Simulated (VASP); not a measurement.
# Se (P3_121) in VASP: single point with r2SCAN

Aim: the single point of Se with r2SCAN.

Everything below comes from runs of VASP 6.6.1. Logs are shortened: lines on timing, memory, paths and dates and some standing lists are left out, and cuts for length are marked.

### Step 1. The cell of the first run

Symmetry: P3_121, No. 152, trigonal system. The conventional cell has a = 4.505 Å, b = 4.505 Å, c = 4.992 Å, α = 90.00°, β = 90.00°, γ = 120.00°. Within 3.1 Å of Se (site symmetry 2) lie 2 Se at 2.37 Å.

### Step 2. Single point, r2SCAN

File POSCAR:

```
Se
1.0
    2.2523410834      3.9011691924      0.0000000000
   -2.2523410834      3.9011691924      0.0000000000
    0.0000000000      0.0000000000      4.9915426469
Se
3
Direct
    0.2171440543      0.7828559457      0.3333333333
    0.0000000000      0.2171440543      0.6666666667
    0.7828559457      0.0000000000      0.0000000000
```

File INCAR.step1:

```
SYSTEM = Se
  ALGO = Normal
  EDIFF = 1E-4
  ENCUT = 520
  GGA = PE
  ISMEAR = -1
  LASPH = .True.
  LCHARG = .False.
  LREAL = .False.
  LWAVE = .True.
  NBANDS = 16
  NELM = 60
  PREC = Accurate
  SIGMA = 0.0183
```

File INCAR.step2:

```
SYSTEM = Se
  ALGO = Normal
  EDIFF = 1E-7
  ENCUT = 520
  ISIF = 2
  ISMEAR = -1
  ISTART = 1
  LASPH = .True.
  LCHARG = .False.
  LMIXTAU = .True.
  LREAL = .False.
  LWAVE = .False.
  METAGGA = R2SCAN
  NBANDS = 16
  NELM = 60
  PREC = Accurate
  SIGMA = 0.0183
```

File KPOINTS:

```
k-points
0
Gamma
  6 6 6
  0 0 0
```

Potentials or basis: VASP PAW PBE potentials, release 64 (Se).

On the command line:

```
$ cat potpaw_PBE.64/Se/POTCAR > POTCAR
$ cp INCAR.step1 INCAR
$ mpirun -np 1 vasp_std > vasp.out
$ cp INCAR.step2 INCAR
$ mpirun -np 1 vasp_std > vasp.out
```

OUTCAR:

```text
SYSTEM = Se
   EDIFF = 1E-7
   ENCUT = 520
   ISIF = 2
   ISMEAR = -1
   ISTART = 1
   LASPH = .True.
   LREAL = .False.
   METAGGA = R2SCAN
   NELM = 60
   PREC = Accurate

 ion  position               nearest neighbor table
   1  0.217  0.783  0.333-   3 2.37   2 2.37
   2  0.000  0.217  0.667-   3 2.37   1 2.37
   3  0.783  0.000  0.000-   2 2.37   1 2.37

  LATTYP: Found a hexagonal cell.
 ALAT       =     4.5046821668
 C/A-ratio  =     1.1080787638

  Lattice vectors:

 A1 = (   2.2523410834,  -3.9011691924,   0.0000000000)
 A2 = (   2.2523410834,   3.9011691924,   0.0000000000)
 A3 = (   0.0000000000,   0.0000000000,   4.9915426469)

Analysis of symmetry for initial positions (statically):
=====================================================================
 Subroutine PRICEL returns:
 Original cell was already a primitive cell.

 Routine SETGRP: Setting up the symmetry group for a
 hexagonal supercell.

 Subroutine GETGRP returns: Found  6 space group operations
 (whereof  2 operations were pure point group operations)
 out of a pool of 24 trial point group operations.

The static configuration has the point symmetry C_2 .
 The point group associated with its full space group is D_3 .

Analysis of symmetry for dynamics (positions and initial velocities):
=====================================================================
 Subroutine PRICEL returns:
 Original cell was already a primitive cell.

 Routine SETGRP: Setting up the symmetry group for a
 hexagonal supercell.

 Subroutine GETGRP returns: Found  6 space group operations
 (whereof  2 operations were pure point group operations)
 out of a pool of 24 trial point group operations.

The dynamic configuration has the point symmetry C_2 .
 The point group associated with its full space group is D_3 .

 Subroutine INISYM returns: Found  6 space group operations
 (whereof  2 operations are pure point group operations),
 and found     1 'primitive' translations

----------------------------------------------------------------------------------------

                                     Primitive cell

  volume of cell :      87.7190

  direct lattice vectors                    reciprocal lattice vectors
     2.252341083  3.901169192  0.000000000     0.221991244  0.128166705  0.000000000
    -2.252341083  3.901169192  0.000000000    -0.221991244  0.128166705  0.000000000
     0.000000000  0.000000000  4.991542647     0.000000000  0.000000000  0.200338867

  length of vectors
     4.504682167  4.504682167  4.991542647     0.256333409  0.256333409  0.200338867

  position of ions in fractional coordinates (direct lattice)
     0.217144054  0.782855946  0.333333333
     1.000000000  0.217144054  0.666666667
     0.782855946  1.000000000  0.000000000

  ion indices of the primitive-cell ions
   primitive index   ion index
                 1           1
                 2           2
                 3           3

----------------------------------------------------------------------------------------

 KPOINTS: k-points

Automatic generation of k-mesh.
 Grid dimensions read from file:
 generate k-points for:    6    6    6

 Generating k-lattice:

  Cartesian coordinates                     Fractional coordinates (reciprocal lattice)
     0.036998541  0.021361117  0.000000000     0.166666667 -0.000000000  0.000000000
    -0.036998541  0.021361117  0.000000000    -0.000000000  0.166666667  0.000000000
     0.000000000  0.000000000  0.033389811     0.000000000  0.000000000  0.166666667

  Length of vectors
     0.042722235  0.042722235  0.033389811

  Shift w.r.t. Gamma in fractional coordinates (k-lattice)
     0.000000000  0.000000000  0.000000000

 Subroutine IBZKPT returns following result:
 ===========================================

 Found     34 irreducible k-points:

 Following reciprocal coordinates:
            Coordinates               Weight
  0.000000  0.000000  0.000000      1.000000
  0.166667  0.000000  0.000000      6.000000
  0.333333  0.000000  0.000000      6.000000
  0.500000  0.000000  0.000000      3.000000
  0.333333  0.166667  0.000000      6.000000
  0.500000  0.166667  0.000000     12.000000
[... 16 lines left out ...]
  0.500000  0.000000  0.333333      6.000000
  0.333333  0.166667  0.333333     12.000000
 [... further k-points ...]
   k-points           NKPTS =     34   k-points in BZ     NKDIM =     34   number of bands    NBANDS=     16
   number of dos      NEDOS =    301   number of ions     NIONS =      3
   total plane-waves  NPLWV =  51840
   dimension x,y,z NGX =    36 NGY =   36 NGZ =   40
   dimension x,y,z NGXF=    72 NGYF=   72 NGZF=   80
   ions per type =               3
   NGX,Y,Z   is equivalent  to a cutoff of  13.29, 13.29, 13.32 a.u.
   NGXF,Y,Z  is equivalent  to a cutoff of  26.57, 26.57, 26.64 a.u.
 SYSTEM =  Se
   PREC   = accura    normal or accurate (medium, high low for compatibility)
   ISTART =      1    job   : 0-new  1-cont  2-samecut
   ICHARG =      0    charge: 1-file 2-atom 10-const
   ISPIN  =      1    spin polarized calculation?
   LNONCOLLINEAR =      F non collinear calculations
   LSORBIT =      F    spin-orbit coupling
   LASPH  =      T    aspherical Exc in radial PAW
   ENCUT  =  520.0 eV  38.22 Ry    6.18 a.u.   8.38  8.38  9.28*2*pi/ulx,y,z
   NELM   =     60;   NELMIN=  2; NELMDL=  0     # of ELM steps
   EDIFF  = 0.1E-06   stopping-criterion for ELM
   LREAL  =      F    real-space projection
   EDIFFG = 0.1E-05   stopping-criterion for IOM
   NSW    =      0    number of steps for IOM
   IBRION =     -1    ionic relax: 0-MD 1-quasi-New 2-CG
   NFREE  =      0    steps in history (QN), initial steepest desc. (CG)
   ISIF   =      2    stress and relaxation
   ISYM   =      2    0-nonsym 1-usesym 2-fastsym
   POTIM  = 0.5000    time-step for ionic-motion
   TEBEG  =    0.0;   TEEND  =   0.0 temperature during run
   PSTRESS=    0.0 pullay stress
   NELECT =      18.0000    total number of electrons
   NUPDOWN=      -1.0000    fix difference up-down
   EMIN   =  10.00;   EMAX   =-10.00  energy-range for DOS
   EFERMI =   0.00;   METHOD = LEGACY
   ISMEAR =    -1;   SIGMA  =   0.02  broadening in eV -4-tet -1-fermi 0-gaus
   EFERMI_NEDOS =   21; number of points for ismear=-14 and -15
   IALGO  =     38    algorithm
   IMIX   =      4    mixing-type and parameters
     AMIX     =   0.40;   BMIX     =  1.00
     AMIX_MAG =   1.60;   BMIX_MAG =  1.00
  volume/ion in A,a.u.               =      29.24       197.32
  Fermi-wavevector in a.u.,A,eV,Ry     =   0.965609  1.824736 12.686070  0.932400
  Thomas-Fermi vector in A             =   2.095340
   LORBIT       =      0    0 simple, 1 ext, 2 COOP (PROOUT), +10 PAW based schemes
   METAGGA = R2SCAN    functional components
   LHFCALC =     F    Hartree Fock is set to
   AEXX    =    0.0000 exact exchange contribution
   IVDW    =     0    specifies the selected vdW correction
   LEPSILON=     F    determine dielectric tensor
   LRPA    =     F    only Hartree local field effects (RPA)
 non-spin polarized calculation
  energy-cutoff  :      520.00
  volume of cell :       87.72
 maximum number of plane-waves:      2401
 NGX is ok and might be reduce to    36
   NGX = 17   NGY = 17   NGZ = 19

 number of electron      18.0000000 magnetization

 Free energy of the ion-electron system (eV)
  ---------------------------------------------------
  ext. energy  EPLUGINS =         0.00000000
  ---------------------------------------------------
  free energy    TOTEN  =       -42.92808037 eV

  energy without entropy =      -42.92808037  energy(sigma->0) =      -42.92808037

 E-fermi :   2.1173     XC(G=0):  -8.9198

 val. band max:        1.7455444471   @ k =   0.5000   0.0000   0.5000
 cond. band min:       3.0607544071   @ k =  -0.3333   0.3333   0.5000
 fundamental gap:      1.3152099599
 Fermi energy:         2.1172869536

 k-point     1 :       0.0000    0.0000    0.0000
  band No.  band energies     occupation
      1     -14.4890      2.00000
      2     -10.2875      2.00000
      3     -10.2875      2.00000
      4      -2.2373      2.00000
      5      -2.2373      2.00000
      6      -1.9111      2.00000
[... 8 lines left out ...]
     15       8.7727      0.00000
     16      10.6894      0.00000

 k-point     2 :       0.1667    0.0000    0.0000
  band No.  band energies     occupation
      1     -14.4058      2.00000
      2     -10.3725      2.00000
      3     -10.2822      2.00000
      4      -2.7446      2.00000
      5      -2.4761      2.00000
      6      -1.7656      2.00000
[... 8 lines left out ...]
     15       9.5007      0.00000
     16      10.7200      0.00000

 k-point     3 :       0.3333    0.0000    0.0000
  band No.  band energies     occupation
      1     -14.2227      2.00000
      2     -10.5730      2.00000
      3     -10.2709      2.00000
      4      -3.2099      2.00000
      5      -2.8002      2.00000
      6      -1.7019      2.00000
[... 8 lines left out ...]
     15      10.7588      0.00000
     16      11.6654      0.00000

 k-point     4 :       0.5000    0.0000    0.0000
  band No.  band energies     occupation
      1     -14.1206      2.00000
      2     -10.6906      2.00000
      3     -10.2651      2.00000
      4      -3.3323      2.00000
      5      -2.9357      2.00000
      6      -1.5454      2.00000
[... 8 lines left out ...]
     15      11.7292      0.00000
     16      11.8495      0.00000
[... 324 lines left out ...]
 k-point    22 :       0.3333    0.3333    0.3333
  band No.  band energies     occupation
      1     -13.7108      2.00000
      2     -12.3063      2.00000
      3      -8.9031      2.00000
      4      -3.6955      2.00000
      5      -2.8866      2.00000
      6      -1.9344      2.00000
[... 8 lines left out ...]
     15      10.1445      0.00000
     16      10.9512      0.00000

 k-point    23 :       0.5000    0.0000    0.3333
  band No.  band energies     occupation
      1     -13.6220      2.00000
      2     -12.2532      2.00000
      3      -9.1068      2.00000
      4      -3.8398      2.00000
      5      -3.0294      2.00000
      6      -2.0596      2.00000
[... 8 lines left out ...]
     15      11.1456      0.00000
     16      11.2974      0.00000

 k-point    24 :       0.3333    0.1667    0.3333
  band No.  band energies     occupation
      1     -13.7559      2.00000
      2     -12.3236      2.00000
      3      -8.8234      2.00000
      4      -3.5284      2.00000
      5      -2.7966      2.00000
      6      -1.8666      2.00000
[... 8 lines left out ...]
     15       9.9504      0.00000
     16      10.4498      0.00000

 [... further k-points ...]
[... 5 lines left out ...]
  --------------------------------------------------------------------------------------
  -------------------------------------------------------------------------------------
  Total       -0.0054499     -0.0054499     -0.0241584      0.0000000     -0.0000000      0.0000000
  in kB       -0.0995412     -0.0995412     -0.4412506      0.0000000     -0.0000000      0.0000000
  external PRESSURE =      -0.2134444 kB  Pullay stress =       0.0000000 kB

 VOLUME and BASIS-vectors are now :
 -----------------------------------------------------------------------------
  energy-cutoff  :      520.00
  volume of cell :       87.72
      direct lattice vectors                 reciprocal lattice vectors
     2.252341083  3.901169192  0.000000000     0.221991244  0.128166705  0.000000000
    -2.252341083  3.901169192  0.000000000    -0.221991244  0.128166705  0.000000000
     0.000000000  0.000000000  4.991542647     0.000000000  0.000000000  0.200338867

 POSITION                                       TOTAL-FORCE (eV/Angst)
 -----------------------------------------------------------------------------------
     -1.27418      3.90117      1.66385         0.000739      0.000000     -0.000000
     -0.48908      0.84712      3.32770        -0.000370      0.000640      0.000000
      1.76326      3.05405      0.00000        -0.000370     -0.000640      0.000000
 -----------------------------------------------------------------------------------
    total drift:                                0.000001      0.000001     -0.000000

  FREE ENERGIE OF THE ION-ELECTRON SYSTEM (eV)
  ---------------------------------------------------
  free  energy   TOTEN  =       -42.9280803743 eV

  energy  without entropy=      -42.9280803742  energy(sigma->0) =      -42.92808037
```

Wall time 2 min (1 thread of Intel Xeon Platinum 8488C (Sapphire Rapids), shared host); peak memory 0.23 GiB.

Results:

```yaml
Free_energy: -42.9281 eV
Pressure: 0.0 GPa
Band_gap_on_the_k_mesh: 1.32 eV, indirect (least direct gap 1.58 eV)
```

Caveat: the PAW data sets were made with another functional, which shifts forces and pressure a little.
